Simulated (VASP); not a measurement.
Runs of VASP 6.6.1 on Si. The structure is that of space group P6_3/mmc (No. 194), or close to it. The cells are those of the table. 

| cell | gap on the mesh (eV) | pressure (GPa) |
| --- | --- | --- |
| a = 2.444, b = 2.444, c = 4.152 Å, angles 90.0, 90.0, 120.0°, 2 atoms | none | 42.8 |
| a = 2.419, b = 2.419, c = 4.110 Å, angles 90.0, 90.0, 120.0°, 2 atoms | none | (a) |
| a = 2.468, b = 2.468, c = 4.193 Å, angles 90.0, 90.0, 120.0°, 2 atoms | none | (b) |
| a = 2.492, b = 2.492, c = 4.233 Å, angles 90.0, 90.0, 120.0°, 2 atoms | none | 28.7 |
| a = 2.394, b = 2.394, c = 4.067 Å, angles 90.0, 90.0, 120.0°, 2 atoms | none | 61.5 |

Alike in all rows: task single point; level LDA; potentials or basis VASP PAW LDA potentials, release 64 (Si); no spin polarisation; k mesh 13 × 13 × 7; cutoff (eV) 520; smearing fermi-dirac 0.05 eV.

Fill in the values left out.

(a) 51.5; (b) 35.3.

A gap of «none» marks levels without a gap at the run's occupations.
